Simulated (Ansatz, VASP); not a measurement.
LiH3: VASP beside Ansatz

Contents of INCAR:

```
SYSTEM = LiH3
ALGO = Normal ; EDIFF = 1E-7
ENCUT = 520 ; GGA = PS
ISIF = 2 ; ISMEAR = 0
LASPH = .True. ; LCHARG = .False.
LREAL = .False. ; LWAVE = .False.
NBANDS = 11 ; NELM = 60
PREC = Accurate ; SIGMA = 0.02
```

Contents of KPOINTS:

```
k-points
0
Gamma
  10 10 6
  0 0 0
```

File POSCAR:

```
LiH3
1.0
    2.7347574975      0.0000000000      0.0000000000
    0.0000000000      2.7347574975      0.0000000000
    0.0000000000      0.0000000000      6.1927094706
Li H
1 3
Direct
    0.0000000000      0.0000000000      0.5000000000
    0.5000000000      0.5000000000      0.0605996859
    0.5000000000      0.5000000000      0.9394003141
    0.5000000000      0.5000000000      0.5000000000
```

Input for Ansatz:

```yaml
crystal:
  lattice:
    - [2.7347574975, 0.0, 0.0]
    - [0.0, 2.7347574975, 0.0]
    - [0.0, 0.0, 6.1927094706]
  atoms:
    - { symbol: Li, position: [0.0, 0.0, 0.5] }
    - { symbol: H, position: [0.5, 0.5, 0.0605996859] }
    - { symbol: H, position: [0.5, 0.5, 0.9394003141] }
    - { symbol: H, position: [0.5, 0.5, 0.5] }
basis:
  ecutwfc: 420
kpoints:
  mp_grid: { grid: [10, 10, 6] }
  band_path:
    path:
      - [[0.0, 0.0, 0.0], [0.0, 0.5, 0.0], [0.5, 0.5, 0.0], [0.0, 0.0, 0.0], [0.0, 0.0, 0.5], [0.0, 0.5, 0.5], [0.5, 0.5, 0.5], [0.0, 0.0, 0.5]]
      - [[0.0, 0.5, 0.0], [0.0, 0.5, 0.5]]
      - [[0.5, 0.5, 0.0], [0.5, 0.5, 0.5]]
    npoints: 14
hamiltonian:
  xc: pbesol
scf:
  occupations: { method: gaussian, width: 0.02 }
  n_extra_bands: 10
output:
  forces: true
  stress: true
  eigenvalues: true
  populations: true
  dos: { projected: true, de: 0.02, nscf_kmesh: { grid: [15, 15, 9] } }
  bader: true
  write_density: true
  write_potential: true
  elf: true
  volumetric_format: npy
```

Alike in both runs: task single point; functional PBEsol; k mesh 10 × 10 × 6; occupations gaussian, width 0.02 eV; no spin polarisation.

|  | VASP | Ansatz |
| --- | --- | --- |
| version | VASP 6.6.1 | Ansatz 0.2.0 |
| potentials or method | VASP PAW PBE potentials, release 64 (Li_sv, H), cutoff 520 eV | scalar-relativistic, plane waves, PAW |
| valence electrons in the cell | 6 | 6 |

Ansatz gave:

```
gap on the k mesh at the Fermi level (eV) : 0.53
least direct gap on the mesh (eV)         : 4.51
rms of the force components (eV/Å)        : 0.145
```

**Question.** What did VASP give for the same quantities?

**Answer.** gap on the k mesh at the Fermi level (eV): 0.53; least direct gap on the mesh (eV): 4.51; rms of the force components (eV/Å): 0.146.

VASP's potentials were made for PBE, not for PBEsol. Atom by atom the forces differ by 0.001 eV/Å (rms over components). The functional is the same, so the differences come from potentials, cutoffs and numerics.

Noted on VASP's run: the cutoff is under 1.25 times that of the potentials, so the pressure is a little rough.
